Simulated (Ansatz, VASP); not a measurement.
# Two plane-wave programs on Ba

Contents of INCAR:

```
SYSTEM = Ba
  PREC = Accurate
  ENCUT = 520
  EDIFF = 1E-6
  ISMEAR = 0
  SIGMA = 0.1
  LREAL = .False.
  LASPH = .True.
  NELM = 80
  ALGO = Fast
  ISIF = 2
  LWAVE = .False.
  LCHARG = .False.
  GGA = PE
  NBANDS = 11
```

File KPOINTS:

```
Automatic mesh
0
Gamma
  10 10 10
  0 0 0
```

File POSCAR:

```
Ba
1.0
   -2.4612750000      2.4830250000      2.4612750000
    2.4965750000     -2.5330250000      2.5465750000
    2.5112750000      2.5830250000     -2.5112750000
Ba
1
Direct
    0.0000000000      0.0000000000      0.0000000000
```

Input for Ansatz:

```yaml
crystal:
  lattice:
    - [-2.461275, 2.483025, 2.461275]
    - [2.496575, -2.533025, 2.546575]
    - [2.511275, 2.583025, -2.511275]
  atoms:
    - { symbol: Ba, position: [0.0, 0.0, 0.0] }
basis:
  ecutwfc: 420
kpoints:
  mp_grid: { grid: [10, 10, 10] }
hamiltonian:
  xc: pbe
scf:
  occupations: { method: gaussian, width: 0.1 }
output:
  forces: true
  stress: true
  eigenvalues: true
  populations: true
```

Alike in both runs: task single point; functional PBE; k mesh 10 × 10 × 10; occupations gaussian, width 0.1 eV; no spin polarisation.

|  | VASP | Ansatz |
| --- | --- | --- |
| version | VASP 6.6.1 | Ansatz 0.2.0 |
| potentials or method | VASP PAW PBE potentials, release 64 (Ba_sv), cutoff 520 eV | scalar-relativistic, plane waves, PAW |
| valence electrons in the cell | 10 | 10 |

```tsv
	VASP	Ansatz	Ansatz less VASP
gap on the k mesh at the Fermi level (eV)	none	none	-
pressure (GPa)	0.0	0.0	-0.05
traceless stress, the component that is largest in VASP (GPa)	0.21	0.21	-0.001
```

A gap of «none» marks a metal or a gap that the smearing closes. With one functional, cell and mesh, what is left measures potentials, basis and numerics.

Spin-orbit coupling is off throughout.
